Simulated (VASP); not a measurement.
Crystal: MgBe2I6.

```
Mg Be I
1.0
     3.74191    2.16039    6.11052
    -3.74191    2.16039    6.11052
     0.00000   -4.32079    6.11052
Mg Be I
1 2 6
Direct
  0.00000 0.00000 0.00000
  0.75000 0.75000 0.75000
  0.25000 0.25000 0.25000
  0.24664 0.68779 0.81893
  0.68779 0.81893 0.24664
  0.81893 0.24664 0.68779
  0.75336 0.31221 0.18107
  0.31221 0.18107 0.75336
  0.18107 0.75336 0.31221
```

* Program: VASP 6.6.1
* Task: relaxation of cell and atoms
* Functional: PBE
* Potentials or basis: VASP PAW PBE potentials, release 64 (Mg, Be, I)
* Cutoff: 600 eV
* k mesh: 4 × 4 × 4
* Occupations: gaussian, width 0.1 eV
* Spin: no spin polarisation

At the start: pressure 1.3 GPa; volume 32.93 Å³/atom.

Q: How do energy, volume and symmetry change on relaxing?

A: Over 29 steps the energy falls by 1006.3 meV/atom and the volume is 39.64 Å³/atom (+20.4 %); space group R-3 (No. 148, to 0.05 Å).

The path:
| step | energy change (eV) | largest force (eV/Å) | pressure (GPa) | volume (Å³) |
| --- | --- | --- | --- | --- |
| 1 | 0.0000 | 1.9878 | 1.34 | 296.38 |
| 2 | -1.4604 | 1.7840 | -1.02 | 308.07 |
| 3 | -4.1862 | 2.0299 | -4.15 | 341.37 |
| 4 | -5.1193 | 1.4238 | -1.43 | 400.31 |
| 5 | -5.3011 | 2.0543 | -3.66 | 375.62 |
| 6 | -6.3387 | 1.5147 | -1.54 | 358.03 |
| 7 | -6.4017 | 1.3049 | -0.58 | 352.81 |
| 8 | -6.8963 | 1.1305 | -0.65 | 347.86 |
| 9 | -7.9775 | 0.7873 | -0.47 | 331.99 |
| 10 | -8.3443 | 0.4971 | 1.99 | 295.45 |
| 11 | -8.5084 | 0.5885 | 0.80 | 308.31 |
| 12 | -8.6352 | 0.3258 | -0.49 | 318.51 |
| 13 | -8.6388 | 0.3292 | -0.71 | 320.55 |
| 14 | -8.7484 | 0.3072 | -0.41 | 319.58 |
| 15 | -8.8566 | 0.3378 | 0.41 | 317.35 |
| 16 | -8.8575 | 0.3415 | 0.52 | 317.07 |
| 17 | -8.9069 | 0.3210 | 0.29 | 324.13 |
| 18 | -8.9764 | 0.2434 | -0.22 | 344.39 |
| 19 | -8.9794 | 0.2247 | -0.31 | 348.65 |
| 20 | -9.0008 | 0.1770 | 0.21 | 346.51 |
| 21 | -9.0012 | 0.1711 | 0.29 | 346.21 |
| 22 | -9.0157 | 0.1416 | 0.25 | 347.18 |
| 23 | -9.0445 | 0.0479 | 0.15 | 350.11 |
| 24 | -9.0308 | 0.1935 | -0.06 | 356.00 |
| 25 | -9.0508 | 0.0719 | 0.08 | 352.18 |
| 26 | -9.0528 | 0.0626 | 0.04 | 353.44 |
| 27 | -9.0557 | 0.0488 | -0.09 | 357.24 |
| 28 | -9.0568 | 0.0452 | 0.06 | 356.67 |
| 29 | -9.0569 | 0.0396 | 0.03 | 356.76 |

Final structure:
```
Mg Be I
1.0
     3.61247    2.08566    7.89180
    -3.61247    2.08566    7.89180
     0.00000   -4.17132    7.89180
Mg Be I
1 2 6
Direct
  0.00000 0.00000 0.00000
  0.73479 0.73479 0.73479
  0.26521 0.26521 0.26521
  0.24060 0.58528 0.94655
  0.58528 0.94655 0.24060
  0.94655 0.24060 0.58528
  0.75940 0.41472 0.05345
  0.41472 0.05345 0.75940
  0.05345 0.75940 0.41472
```

Caveat: the volume moved by over 15 % at a fixed basis, so the end points are rough.
